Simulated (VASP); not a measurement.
# TiAl3 (Pmm2) in VASP: notebook

TiAl3 is run at these levels: r2SCAN; tasks: single point.

All numbers are computed with VASP 6.6.1; they aren't measurements. Logs are shortened: lines on timing, memory, paths and dates and some standing lists are left out, and cuts for length are marked.

## Step 1: The cell of the first run

It takes space group Pmm2 (No. 25, orthorhombic). The conventional cell has a = 2.840 Å, b = 4.681 Å, c = 4.901 Å, α = 90.00°, β = 90.00°, γ = 90.00°. Within 3.7 Å of Ti (site symmetry mm2) lie 10 Al at 2.83 to 2.85 Å and 2 Ti at 2.84 Å. Within 3.7 Å of Al (site symmetry mm2) lie 4 Ti at 2.83 to 2.84 Å and 8 Al at 2.84 to 2.86 Å. Al (site symmetry mm2) has 8 Al at 2.81 to 2.86 Å and 4 Ti at 2.85 Å within 3.7 Å. Al (site symmetry mm2) has 10 Al at 2.81 to 2.86 Å and 2 Ti at 2.85 Å within 3.7 Å.

## Step 2: Single point, r2SCAN

Input file POSCAR:

```
TiAl3
1.0
    2.8396770000      0.0000000000      0.0000000000
    0.0000000000      4.6812640000      0.0000000000
    0.0000000000      0.0000000000      4.9007420000
Ti Al
1 3
Direct
    0.0000000000      0.5000000000      0.1659160000
    0.5000000000      0.5000000000      0.6672710000
    0.5000000000      0.0000000000      0.3309120000
    0.0000000000      0.0000000000      0.8359000000
```

Input file INCAR.step1:

```
ALGO = Normal
EDIFF = 1E-4
ENCUT = 520
GGA = PE
ISMEAR = 1
LASPH = T
LCHARG = F
LREAL = F
LWAVE = T
NBANDS = 18
NELM = 80
PREC = Accurate
SIGMA = 0.2
```

Input file INCAR.step2:

```
ALGO = Normal
EDIFF = 1E-6
ENCUT = 520
ISIF = 2
ISMEAR = 1
ISTART = 1
LASPH = T
LCHARG = F
LMIXTAU = T
LREAL = F
LWAVE = F
METAGGA = R2SCAN
NBANDS = 18
NELM = 80
PREC = Accurate
SIGMA = 0.2
```

Input file KPOINTS:

```
k-points
0
Gamma
  14 10 10
```

Potentials or basis: VASP PAW PBE potentials, release 64 (Ti_sv, Al).

Run with:

```
cat potpaw_PBE.64/Ti_sv/POTCAR potpaw_PBE.64/Al/POTCAR > POTCAR
cp INCAR.step1 INCAR
mpirun -np 1 vasp_std > vasp.out
cp INCAR.step2 INCAR
mpirun -np 1 vasp_std > vasp.out
```

OUTCAR:

```text
EDIFF = 1E-6
   ENCUT = 520
   ISIF = 2
   ISMEAR = 1
   ISTART = 1
   LASPH = T
   LREAL = F
   METAGGA = R2SCAN
   NELM = 80
   PREC = Accurate

 ion  position               nearest neighbor table
   1  0.000  0.500  0.166-   2 2.83   2 2.83   2 2.84   2 2.84   4 2.85   4 2.85   3 2.85   3 2.85
                             3 2.85   3 2.85
   2  0.500  0.500  0.667-   1 2.83   1 2.83   1 2.84   1 2.84   4 2.86   4 2.86   4 2.86   4 2.86
                             3 2.86   3 2.86
   3  0.500  0.000  0.331-   4 2.81   4 2.81   4 2.85   4 2.85   1 2.85   1 2.85   1 2.85   1 2.85
                             2 2.86   2 2.86
   4  0.000  0.000  0.836-   3 2.81   3 2.81   1 2.85   1 2.85   3 2.85   3 2.85   2 2.86   2 2.86
                             2 2.86   2 2.86

  LATTYP: Found a simple orthorhombic cell.
 ALAT       =     2.8396770000
 B/A-ratio  =     1.6485198845
 C/A-ratio  =     1.7258096607

  Lattice vectors:

 A1 = (   2.8396770000,   0.0000000000,   0.0000000000)
 A2 = (   0.0000000000,   4.6812640000,   0.0000000000)
 A3 = (   0.0000000000,   0.0000000000,   4.9007420000)

Analysis of symmetry for initial positions (statically):
=====================================================================
 Subroutine PRICEL returns:
 Original cell was already a primitive cell.

 Routine SETGRP: Setting up the symmetry group for a
 simple orthorhombic supercell.

 Subroutine GETGRP returns: Found  4 space group operations
 (whereof  4 operations were pure point group operations)
 out of a pool of  8 trial point group operations.

The static configuration has the point symmetry C_2v.

Analysis of symmetry for dynamics (positions and initial velocities):
=====================================================================
 Subroutine PRICEL returns:
 Original cell was already a primitive cell.

 Routine SETGRP: Setting up the symmetry group for a
 simple orthorhombic supercell.

 Subroutine GETGRP returns: Found  4 space group operations
 (whereof  4 operations were pure point group operations)
 out of a pool of  8 trial point group operations.

The dynamic configuration has the point symmetry C_2v.

 Subroutine INISYM returns: Found  4 space group operations
 (whereof  4 operations are pure point group operations),
 and found     1 'primitive' translations

----------------------------------------------------------------------------------------

                                     Primitive cell

  volume of cell :      65.1469

  direct lattice vectors                    reciprocal lattice vectors
     2.839677000  0.000000000  0.000000000     0.352152727  0.000000000  0.000000000
     0.000000000  4.681264000  0.000000000     0.000000000  0.213617519  0.000000000
     0.000000000  0.000000000  4.900742000     0.000000000  0.000000000  0.204050734

  length of vectors
     2.839677000  4.681264000  4.900742000     0.352152727  0.213617519  0.204050734

  position of ions in fractional coordinates (direct lattice)
     0.000000000  0.500000000  0.165916000
     0.500000000  0.500000000  0.667271000
     0.500000000  0.000000000  0.330912000
     0.000000000  0.000000000  0.835900000

  ion indices of the primitive-cell ions
   primitive index   ion index
                 1           1
                 2           2
                 3           3
                 4           4

----------------------------------------------------------------------------------------

 KPOINTS: k-points

Automatic generation of k-mesh.
 Grid dimensions read from file:
 generate k-points for:   14   10   10

 Generating k-lattice:

  Cartesian coordinates                     Fractional coordinates (reciprocal lattice)
     0.025153766  0.000000000  0.000000000     0.071428571  0.000000000  0.000000000
     0.000000000  0.021361752  0.000000000     0.000000000  0.100000000  0.000000000
     0.000000000  0.000000000  0.020405073     0.000000000  0.000000000  0.100000000

  Length of vectors
     0.025153766  0.021361752  0.020405073

  Shift w.r.t. Gamma in fractional coordinates (k-lattice)
     0.000000000  0.000000000  0.000000000

 Subroutine IBZKPT returns following result:
 ===========================================

 Found    288 irreducible k-points:

 Following reciprocal coordinates:
            Coordinates               Weight
  0.000000  0.000000  0.000000      1.000000
  0.071429  0.000000  0.000000      2.000000
  0.142857  0.000000  0.000000      2.000000
  0.214286  0.000000  0.000000      2.000000
  0.285714  0.000000  0.000000      2.000000
  0.357143  0.000000  0.000000      2.000000
[... 16 lines left out ...]
  0.428571  0.200000  0.000000      4.000000
  0.500000  0.200000  0.000000      2.000000
 [... further k-points ...]
   k-points           NKPTS =    288   k-points in BZ     NKDIM =    288   number of bands    NBANDS=     18
   number of dos      NEDOS =    301   number of ions     NIONS =      4
   total plane-waves  NPLWV =  31104
   dimension x,y,z NGX =    24 NGY =   36 NGZ =   36
   dimension x,y,z NGXF=    48 NGYF=   72 NGZF=   72
   ions per type =               1   3
   NGX,Y,Z   is equivalent  to a cutoff of  14.05, 12.78, 12.21 a.u.
   NGXF,Y,Z  is equivalent  to a cutoff of  28.10, 25.57, 24.42 a.u.
 SYSTEM =  unknown system
   PREC   = accura    normal or accurate (medium, high low for compatibility)
   ISTART =      1    job   : 0-new  1-cont  2-samecut
   ICHARG =      0    charge: 1-file 2-atom 10-const
   ISPIN  =      1    spin polarized calculation?
   LNONCOLLINEAR =      F non collinear calculations
   LSORBIT =      F    spin-orbit coupling
   LASPH  =      T    aspherical Exc in radial PAW
   ENCUT  =  520.0 eV  38.22 Ry    6.18 a.u.   5.28  8.70  9.11*2*pi/ulx,y,z
   NELM   =     80;   NELMIN=  2; NELMDL=  0     # of ELM steps
   EDIFF  = 0.1E-05   stopping-criterion for ELM
   LREAL  =      F    real-space projection
   EDIFFG = 0.1E-04   stopping-criterion for IOM
   NSW    =      0    number of steps for IOM
   IBRION =     -1    ionic relax: 0-MD 1-quasi-New 2-CG
   NFREE  =      0    steps in history (QN), initial steepest desc. (CG)
   ISIF   =      2    stress and relaxation
   ISYM   =      2    0-nonsym 1-usesym 2-fastsym
   POTIM  = 0.5000    time-step for ionic-motion
   TEBEG  =    0.0;   TEEND  =   0.0 temperature during run
   PSTRESS=    0.0 pullay stress
   NELECT =      21.0000    total number of electrons
   NUPDOWN=      -1.0000    fix difference up-down
   EMIN   =  10.00;   EMAX   =-10.00  energy-range for DOS
   EFERMI =   0.00;   METHOD = LEGACY
   ISMEAR =     1;   SIGMA  =   0.20  broadening in eV -4-tet -1-fermi 0-gaus
   EFERMI_NEDOS =   21; number of points for ismear=-14 and -15
   IALGO  =     38    algorithm
   IMIX   =      4    mixing-type and parameters
     AMIX     =   0.40;   BMIX     =  1.00
     AMIX_MAG =   1.60;   BMIX_MAG =  1.00
  volume/ion in A,a.u.               =      16.29       109.91
  Fermi-wavevector in a.u.,A,eV,Ry     =   1.122492  2.121202 17.143184  1.259988
  Thomas-Fermi vector in A             =   2.259152
   LORBIT       =      0    0 simple, 1 ext, 2 COOP (PROOUT), +10 PAW based schemes
   METAGGA = R2SCAN    functional components
   LHFCALC =     F    Hartree Fock is set to
   AEXX    =    0.0000 exact exchange contribution
   IVDW    =     0    specifies the selected vdW correction
   LEPSILON=     F    determine dielectric tensor
   LRPA    =     F    only Hartree local field effects (RPA)
 non-spin polarized calculation
 Methfessel and Paxton  Order N= 1 SIGMA  =   0.20
  energy-cutoff  :      520.00
  volume of cell :       65.15
 maximum number of plane-waves:      1776
 NGX is ok and might be reduce to    24
   NGX = 11   NGY = 17   NGZ = 19

 number of electron      21.0000004 magnetization

 Free energy of the ion-electron system (eV)
  ---------------------------------------------------
  ext. energy  EPLUGINS =         0.00000000
  ---------------------------------------------------
  free energy    TOTEN  =       -34.19691133 eV

  energy without entropy =      -34.19633620  energy(sigma->0) =      -34.19671962

 E-fermi :   8.0640     XC(G=0): -11.3938

 val. band max:        8.0618557373   @ k =   0.4286   0.3000   0.1000
 cond. band min:       8.0650767253   @ k =   0.2143   0.1000   0.4000
 fundamental gap:      0.0032209880
 Fermi energy:         8.0640116277

 k-point     1 :       0.0000    0.0000    0.0000
  band No.  band energies     occupation
      1     -50.8197      2.00000
      2     -26.1157      2.00000
      3     -26.1031      2.00000
      4     -25.7099      2.00000
      5      -2.6943      2.00000
      6       2.7231      2.00000
[... 10 lines left out ...]
     17      14.3139      0.00000
     18      14.8671      0.00000

 k-point     2 :       0.0714    0.0000    0.0000
  band No.  band energies     occupation
      1     -50.8169      2.00000
      2     -26.1130      2.00000
      3     -26.1003      2.00000
      4     -25.7335      2.00000
      5      -2.5932      2.00000
      6       2.8136      2.00000
[... 10 lines left out ...]
     17      13.9208      0.00000
     18      14.3167      0.00000

 k-point     3 :       0.1429    0.0000    0.0000
  band No.  band energies     occupation
      1     -50.8091      2.00000
      2     -26.1053      2.00000
      3     -26.0926      2.00000
      4     -25.7993      2.00000
      5      -2.2908      2.00000
      6       3.0834      2.00000
[... 10 lines left out ...]
     17      12.6122      0.00000
     18      14.3192      0.00000

 k-point     4 :       0.2143    0.0000    0.0000
  band No.  band energies     occupation
      1     -50.7977      2.00000
      2     -26.0943      2.00000
      3     -26.0813      2.00000
      4     -25.8934      2.00000
      5      -1.7906      2.00000
      6       3.5258      2.00000
[... 375 lines left out ...]
      4     -26.0573      2.00000
      5       0.0362      2.00000
      6       3.8812      2.00000
[... 10 lines left out ...]
     17      12.1733      0.00000
     18      12.7437      0.00000

 k-point    23 :       0.4286    0.2000    0.0000
  band No.  band energies     occupation
      1     -50.7657      2.00000
      2     -26.1519      2.00000
      3     -26.0640      2.00000
      4     -26.0495      2.00000
      5       1.0803      2.00000
      6       3.6244      2.00000
[... 10 lines left out ...]
     17      12.2178      0.00000
     18      12.3576      0.00000

 k-point    24 :       0.5000    0.2000    0.0000
  band No.  band energies     occupation
      1     -50.7629      2.00000
      2     -26.1743      2.00000
      3     -26.0613      2.00000
      4     -26.0467      2.00000
      5       2.2096      2.00000
      6       2.3696      2.00000
[... 10 lines left out ...]
     17      12.2142      0.00000
     18      12.6865      0.00000

 [... further k-points ...]
[... 5 lines left out ...]
  --------------------------------------------------------------------------------------
  -------------------------------------------------------------------------------------
  Total       -1.5223402     -0.6978464     -0.5488426      0.0000000      0.0000000      0.0000000
  in kB      -37.4393577    -17.1623402    -13.4978470      0.0000000      0.0000000      0.0000000
  external PRESSURE =     -22.6998483 kB  Pullay stress =       0.0000000 kB

 VOLUME and BASIS-vectors are now :
 -----------------------------------------------------------------------------
  energy-cutoff  :      520.00
  volume of cell :       65.15
      direct lattice vectors                 reciprocal lattice vectors
     2.839677000  0.000000000  0.000000000     0.352152727  0.000000000  0.000000000
     0.000000000  4.681264000  0.000000000     0.000000000  0.213617519  0.000000000
     0.000000000  0.000000000  4.900742000     0.000000000  0.000000000  0.204050734

 POSITION                                       TOTAL-FORCE (eV/Angst)
 -----------------------------------------------------------------------------------
      0.00000      2.34063      0.81311         0.000000      0.000000     -0.012305
      1.41984      2.34063      3.27012         0.000000      0.000000     -0.021297
      1.41984      0.00000      1.62171         0.000000      0.000000      0.050246
      0.00000      0.00000      4.09653         0.000000      0.000000     -0.016643
 -----------------------------------------------------------------------------------
    total drift:                               -0.000000      0.000000     -0.001211

  FREE ENERGIE OF THE ION-ELECTRON SYSTEM (eV)
  ---------------------------------------------------
  free  energy   TOTEN  =       -34.1969113268 eV

  energy  without entropy=      -34.1963361967  energy(sigma->0) =      -34.19671962
```

Run time: 33 min. Hardware: 1 thread of AMD EPYC 7R13, shared host; peak memory 0.39 GiB.

What came out:

| Quantity | Value |
| --- | --- |
| Free energy | -34.1969 eV |
| Pressure | -2.3 GPa |
| Largest force | 0.050 eV/Å |

Forces on the atoms (eV/Å):
```
Ti   0.000  0.000 -0.012
Al   0.000  0.000 -0.021
Al   0.000  0.000  0.050
Al   0.000  0.000 -0.017
```

Levels at points of the mesh, in eV from the Fermi level:
| k point | band 8 | band 9 | band 10 | band 11 | band 12 | band 13 | band 14 | band 15 |
| --- | --- | --- | --- | --- | --- | --- | --- | --- |
| (0.00, 0.00, 0.00) | -3.84 | -2.77 | -0.81 | -0.40 | 2.58 | 2.64 | 2.86 | 2.89 |
| (0.50, 0.00, 0.00) | -2.09 | -1.84 | 0.42 | 0.65 | 0.72 | 1.38 | 1.64 | 2.51 |
| (0.00, 0.50, 0.00) | -3.26 | -2.20 | -1.65 | -0.14 | 2.47 | 2.60 | 2.89 | 3.31 |
| (0.50, 0.50, 0.00) | -3.51 | -1.73 | -0.49 | -0.26 | 0.87 | 1.16 | 1.40 | 3.49 |
| (0.00, 0.00, 0.50) | -2.33 | -2.18 | -1.27 | -0.30 | 2.44 | 2.47 | 2.65 | 3.41 |
| (0.50, 0.00, 0.50) | -3.71 | -1.36 | -0.20 | -0.05 | 0.63 | 1.21 | 2.14 | 3.43 |
| (0.00, 0.50, 0.50) | -5.15 | -0.18 | 0.01 | 0.86 | 2.50 | 2.50 | 3.91 | 5.35 |
| (0.50, 0.50, 0.50) | -3.48 | -3.06 | -2.92 | -1.00 | -0.20 | 1.13 | 2.27 | 2.61 |

Caveat: the PAW data sets were made with another functional, which shifts forces and pressure a little.

## Step 3: Single point, r2SCAN

POSCAR is that of step 2.

Input file INCAR.step1:

```
PREC = Accurate
ENCUT = 520
ISMEAR = 1
SIGMA = 0.3
LREAL = False
LASPH = True
NELM = 80
NBANDS = 18
GGA = PE
ALGO = Normal
EDIFF = 1E-4
LWAVE = True
LCHARG = False
```

Input file INCAR.step2:

```
PREC = Accurate
ENCUT = 520
EDIFF = 1E-7
ISMEAR = 1
SIGMA = 0.3
LREAL = False
LASPH = True
NELM = 80
ALGO = Normal
ISIF = 2
LWAVE = False
LCHARG = True
METAGGA = R2SCAN
LMIXTAU = True
LELF = True
LVHAR = True
NBANDS = 18
ISTART = 1
```

Input file KPOINTS:

```
Automatic mesh
0
Gamma
  14 10 10
```

Potentials or basis: VASP PAW PBE potentials, release 64 (Ti_sv, Al).

Run with:

```
cat potpaw_PBE.64/Ti_sv/POTCAR potpaw_PBE.64/Al/POTCAR > POTCAR
cp INCAR.step1 INCAR
mpirun -np 1 vasp_std > vasp.out
cp INCAR.step2 INCAR
mpirun -np 1 vasp_std > vasp.out
```

Wall time 32 min (1 thread of AMD EPYC 7R13, shared host); peak memory 0.4 GiB.

It converged, with:

| Property | Result |
| --- | --- |
| Free energy | -34.1975 eV |
| Pressure | -2.3 GPa |
| Largest force | 0.055 eV/Å |

Forces on the atoms (eV/Å):
```
Ti   0.000  0.000 -0.015
Al   0.000  0.000 -0.018
Al   0.000  0.000  0.055
Al   0.000  0.000 -0.022
```

Stress tensor (GPa, compression positive):
```
-3.65  0.00  0.00
 0.00 -1.81  0.00
 0.00  0.00 -1.37
```

Levels at points of the mesh, in eV from the Fermi level:
```
           k point  band 9  band 10  band 11  band 12  band 13  band 14
(0.00, 0.00, 0.00)   -2.77    -0.81    -0.41     2.58     2.63     2.85
(0.50, 0.00, 0.00)   -1.84     0.42     0.64     0.71     1.37     1.63
(0.00, 0.50, 0.00)   -2.20    -1.66    -0.14     2.46     2.59     2.89
(0.50, 0.50, 0.00)   -1.74    -0.50    -0.27     0.87     1.16     1.40
(0.00, 0.00, 0.50)   -2.18    -1.27    -0.31     2.43     2.46     2.64
(0.50, 0.00, 0.50)   -1.36    -0.20    -0.06     0.63     1.21     2.13
(0.00, 0.50, 0.50)   -0.18     0.00     0.85     2.49     2.49     3.91
(0.50, 0.50, 0.50)   -3.06    -2.92    -1.00    -0.21     1.13     2.26
```

Caveat: the PAW data sets were made with another functional, which shifts forces and pressure a little.

## Step 4: Single point, r2SCAN

POSCAR is that of step 3.

Input file INCAR.step1:

```
PREC = Accurate
ENCUT = 520
ISMEAR = 0
SIGMA = 0.2
LREAL = F
LASPH = T
NELM = 100
NBANDS = 18
GGA = PE
ALGO = Normal
EDIFF = 1E-4
LWAVE = T
LCHARG = F
```

Input file INCAR.step2:

```
PREC = Accurate
ENCUT = 520
EDIFF = 1E-7
ISMEAR = 0
SIGMA = 0.2
LREAL = F
LASPH = T
NELM = 100
ALGO = Normal
ISIF = 2
LWAVE = F
LCHARG = T
METAGGA = R2SCAN
LMIXTAU = T
LELF = T
LVHAR = T
NBANDS = 18
ISTART = 1
```

Input file KPOINTS:

```
regular mesh
0
Gamma
  14 10 10
```

Run with:

```
cat potpaw_PBE.64/Ti_sv/POTCAR potpaw_PBE.64/Al/POTCAR > POTCAR
cp INCAR.step1 INCAR
mpirun -np 1 vasp_std > vasp.out
cp INCAR.step2 INCAR
mpirun -np 1 vasp_std > vasp.out
```

Wall time 13 min (1 thread of Intel Xeon Platinum 8259CL at 2.50GHz (Skylake/Cascade Lake), shared host); peak memory 0.43 GiB.

Results (log left out):

| Property | Result |
| --- | --- |
| Free energy | -34.2228 eV |
| Pressure | -2.2 GPa |
| Largest force | 0.060 eV/Å |

Forces in eV/Å, atoms in the order of the input:
```
Ti   0.000  0.000 -0.020
Al   0.000  0.000 -0.018
Al   0.000  0.000  0.060
Al   0.000  0.000 -0.023
```

Stress tensor (GPa, compression positive):
```
-3.54  0.00  0.00
 0.00 -1.81  0.00
 0.00  0.00 -1.33
```

Levels at points of the mesh, in eV from the Fermi level:
```tsv
k point	band 7	band 8	band 9	band 10	band 11	band 12	band 13	band 14	band 15	band 16
(0.00, 0.00, 0.00)	-4.12	-3.85	-2.78	-0.82	-0.42	2.57	2.62	2.85	2.87	3.30
(0.50, 0.00, 0.00)	-2.27	-2.10	-1.85	0.41	0.64	0.70	1.36	1.62	2.50	2.79
(0.00, 0.50, 0.00)	-3.76	-3.27	-2.21	-1.67	-0.15	2.46	2.58	2.88	3.30	4.96
(0.50, 0.50, 0.00)	-3.97	-3.53	-1.75	-0.50	-0.28	0.86	1.15	1.39	3.48	3.98
(0.00, 0.00, 0.50)	-3.69	-2.34	-2.19	-1.28	-0.32	2.43	2.45	2.64	3.40	4.37
(0.50, 0.00, 0.50)	-4.10	-3.72	-1.37	-0.21	-0.07	0.62	1.20	2.12	3.42	3.83
(0.00, 0.50, 0.50)	-7.49	-5.17	-0.19	-0.01	0.85	2.48	2.49	3.90	5.34	5.54
(0.50, 0.50, 0.50)	-3.66	-3.49	-3.07	-2.93	-1.01	-0.22	1.13	2.26	2.59	2.78
```

Caveat: the PAW data sets were made with another functional, which shifts forces and pressure a little.

## Step 5: Summary

| smearing | gap on the mesh (eV) | pressure (GPa) | largest force (eV/Å) |
| --- | --- | --- | --- |
| methfessel-paxton 0.2 eV | none | -2.3 | 0.05 |
| methfessel-paxton 0.3 eV | none | -2.3 | 0.05 |
| gaussian 0.2 eV | none | -2.2 | 0.06 |

Alike in all rows: task single point; level r2SCAN; potentials or basis VASP PAW PBE potentials, release 64 (Ti_sv, Al); no spin polarisation; cell as given; k mesh 14 × 10 × 10; cutoff (eV) 520.

Every run on the cell as given and a fine mesh finds a metal.

Caveats: the PAW data sets were made with another functional, which shifts forces and pressure a little.

Absolute energies hang on the potentials; compare differences alone.
